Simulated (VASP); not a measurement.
A run of VASP 6.6.1 is set up as follows.

INCAR

```
SYSTEM = Sc
ALGO     = Normal         ! electronic algorithm
EDIFF    = 1E-6           ! SCF threshold, eV
ENCUT    = 500            ! plane-wave cutoff, eV
GGA      = PE             ! functional
GGA_COMPAT= .FALSE.      
ISIF     = 2              ! what is computed and relaxed
ISMEAR   = 0              ! smearing method
LASPH    = .TRUE.         ! aspherical terms in the spheres
LCHARG   = .FALSE.        ! write CHGCAR
LREAL    = .FALSE.        ! projectors in reciprocal space
LWAVE    = .FALSE.        ! write WAVECAR
NBANDS   = 12             ! bands
NELM     = 120            ! most SCF steps
PREC     = Accurate       ! precision mode
SIGMA    = 0.1            ! smearing width, eV
```

File KPOINTS:

```
k-points
0
G
  8 8 8
  0 0 0
```

POSCAR

```
Sc
1.0
    0.0000000000      2.3091676369      2.3091676369
    2.3091676369      0.0000000000      2.3091676369
    2.3091676369      2.3091676369      0.0000000000
Sc
1
Direct
    0.0000000000      0.0000000000      0.0000000000
```

Potentials or basis: VASP PAW PBE potentials, release 64 (Sc_sv).

Launch:

```sh
$ cat potpaw_PBE.64/Sc_sv/POTCAR > POTCAR
$ mpirun -np 1 vasp_std > vasp.out
```

Question: Predict the pressure.

Answer: 0.1 GPa.
